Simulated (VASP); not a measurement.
Set up this calculation in VASP 6.6.1, as the native input.

```
Task                   : single point
Functional             : PBEsol
Potentials or basis    : VASP PAW PBE potentials, release 64 (Hf_pv)
Cutoff                 : 520 eV
k mesh                 : 20 × 20 × 20
Occupations            : gaussian, width 0.15 eV
Spin                   : no spin polarisation
Dipole correction      : no
Further INCAR settings : ALGO = Fast; EDIFF = 1e-06; NBANDS = 11
```

The structure of Hf lies in POSCAR:

```
Hf
1.0
   -2.6531837442      1.8951312459      1.8951312459
    1.8951312459     -2.6531837442      1.8951312459
    1.8951312459      1.8951312459     -2.6531837442
Hf
1
Direct
    0.0000000000      0.0000000000      0.0000000000
```

This cell differs from its parent crystal: ratio of the length along [111] to the lengths across it x 0.5, volume and fractional coordinates fixed.

The input as run:

INCAR

```
PREC = Accurate
ENCUT = 520
EDIFF = 1E-6
ISMEAR = 0
SIGMA = 0.15
LREAL = False
LASPH = True
NELM = 60
ALGO = Fast
ISIF = 2
LWAVE = False
LCHARG = False
GGA = PS
NBANDS = 11
```

KPOINTS

```
regular mesh
0
Gamma
  20 20 20
```

Potentials or basis: VASP PAW PBE potentials, release 64 (Hf_pv).

Launch:

```sh
$ cat potpaw_PBE.64/Hf_pv/POTCAR > POTCAR
$ mpirun -np 1 vasp_std > vasp.out
```

Results of the run:

The pressure is 54.0 GPa and the band gap on the k mesh is zero (band 5 reaches 5.04 eV, above the bottom of band 6 at 1.63 eV).

Caveat: the PAW data sets were made with another functional, which shifts forces and pressure a little; spin-orbit coupling is left out, which moves the levels of the heavy elements.

Run time: 100 s on 1 thread of Intel(R) Xeon(R) 6975P-C (Granite Rapids), with other jobs on the host, peak memory 0.32 GiB.
